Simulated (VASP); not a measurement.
Here is a VASP 6.6.1 calculation.

Contents of INCAR:

```
SYSTEM = MgO
  PREC = Accurate
  ENCUT = 520
  EDIFF = 1E-6
  ISMEAR = 0
  SIGMA = 0.05
  LREAL = .False.
  LASPH = .True.
  NELM = 60
  ALGO = Normal
  ISIF = 2
  LWAVE = .False.
  LCHARG = .False.
  GGA = PE
  NBANDS = 11
```

The input KPOINTS:

```
regular mesh
0
Gamma
  10 10 10
  0 0 0
```

File POSCAR:

```
MgO
1.0
    0.0000000000      2.1351500000      2.1351500000
    2.1351500000      0.0000000000      2.1351500000
    2.1351500000      2.1351500000      0.0000000000
Mg O
1 1
Direct
    0.0000000000      0.0000000000      0.0000000000
    0.4765824415      0.4765824415      0.5234175585
```

Potentials or basis: VASP PAW PBE potentials, release 64 (Mg, O).

Command:

```bash
$ cat potpaw_PBE.64/Mg/POTCAR potpaw_PBE.64/O/POTCAR > POTCAR
$ mpirun -np 1 vasp_std > vasp.out
```

What does it give for the pressure?

-1.6 GPa.

What does it give for the largest force?

0.486 eV/Å.

Estimate the band gap on the k mesh.

4.33 eV, direct.

Stress tensor (GPa, compression positive):
```
-2.63  0.00  0.00
 0.00 -2.63  0.00
 0.00  0.00  0.48
```

Caveat: the cell differs from its parent crystal (all O atoms moved -0.100 Å, as atom 2 along Cartesian [0 0 1]).
